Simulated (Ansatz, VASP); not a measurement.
## Co3Si8Ni in VASP and in Ansatz

Contents of INCAR:

```
SYSTEM = Co3Si8Ni
PREC = Accurate
ENCUT = 520
EDIFF = 1E-6
ISMEAR = 0
SIGMA = 0.2
LREAL = .False.
LASPH = .True.
NELM = 100
ALGO = Normal
ISIF = 2
LWAVE = .False.
LCHARG = .False.
GGA = PE
NBANDS = 46
```

The input KPOINTS:

```
regular mesh
0
Gamma
  4 4 4
  0 0 0
```

Contents of POSCAR:

```
Co3Si8Ni
1.0
    5.3705819000      0.0000000000      0.0000000000
    0.0000000000      5.3705819000      0.0000000000
    0.0000000000      0.0000000000      5.3705819000
Co Si Ni
3 8 1
Direct
    0.5000000000      0.0000000000      0.5000000000
    0.5000000000      0.5000000000      0.0000000000
    0.0000000000      0.5000000000      0.5000000000
    0.7478570000      0.2521430000      0.7478570000
    0.2521430000      0.2521430000      0.2521430000
    0.7478570000      0.7478570000      0.2521430000
    0.2521430000      0.7478570000      0.7478570000
    0.2521430000      0.7478570000      0.2521430000
    0.7478570000      0.7478570000      0.7478570000
    0.2521430000      0.2521430000      0.7478570000
    0.7478570000      0.2521430000      0.2521430000
    0.0000000000      0.0000000000      0.0000000000
```

Input for Ansatz:

```yaml
crystal:
  lattice:
    - [5.3705819, 0.0, 0.0]
    - [0.0, 5.3705819, 0.0]
    - [0.0, 0.0, 5.3705819]
  atoms:
    - { symbol: Co, position: [0.5, 0.0, 0.5] }
    - { symbol: Co, position: [0.5, 0.5, 0.0] }
    - { symbol: Co, position: [0.0, 0.5, 0.5] }
    - { symbol: Si, position: [0.747857, 0.252143, 0.747857] }
    - { symbol: Si, position: [0.252143, 0.252143, 0.252143] }
    - { symbol: Si, position: [0.747857, 0.747857, 0.252143] }
    - { symbol: Si, position: [0.252143, 0.747857, 0.747857] }
    - { symbol: Si, position: [0.252143, 0.747857, 0.252143] }
    - { symbol: Si, position: [0.747857, 0.747857, 0.747857] }
    - { symbol: Si, position: [0.252143, 0.252143, 0.747857] }
    - { symbol: Si, position: [0.747857, 0.252143, 0.252143] }
    - { symbol: Ni, position: [0.0, 0.0, 0.0] }
basis:
  ecutwfc: 420
kpoints:
  mp_grid: { grid: [4, 4, 4] }
hamiltonian:
  xc: pbe
scf:
  occupations: { method: gaussian, width: 0.2 }
  lower_state_search: "off"
output:
  forces: true
  stress: true
  eigenvalues: true
```

Alike in both runs: task single point; functional PBE; k mesh 4 × 4 × 4; occupations gaussian, width 0.2 eV; no spin polarisation.

|  | VASP | Ansatz |
| --- | --- | --- |
| version | VASP 6.6.1 | Ansatz 0.2.0 |
| potentials or method | VASP PAW PBE potentials, release 64 (Co, Si, Ni), cutoff 520 eV | scalar-relativistic, plane waves, PAW |
| valence electrons in the cell | 69 | 101 |

|  | VASP | Ansatz | Ansatz less VASP |
| --- | --- | --- | --- |
| gap on the k mesh at the Fermi level (eV) | none | none | - |
| pressure (GPa) | -0.1 | 0.1 | +0.13 |
| rms of the force components (eV/Å) | 0.014 | 0.014 | -0.0006 |

Atom by atom the forces differ by 0.001 eV/Å (rms over components). A gap of «none» marks a metal or a gap that the smearing closes. With one functional, cell and mesh, what is left measures potentials, basis and numerics. VASP's potentials hold 69 valence electrons a cell and Ansatz's 101, so a difference there can come from the potentials and not from the codes.
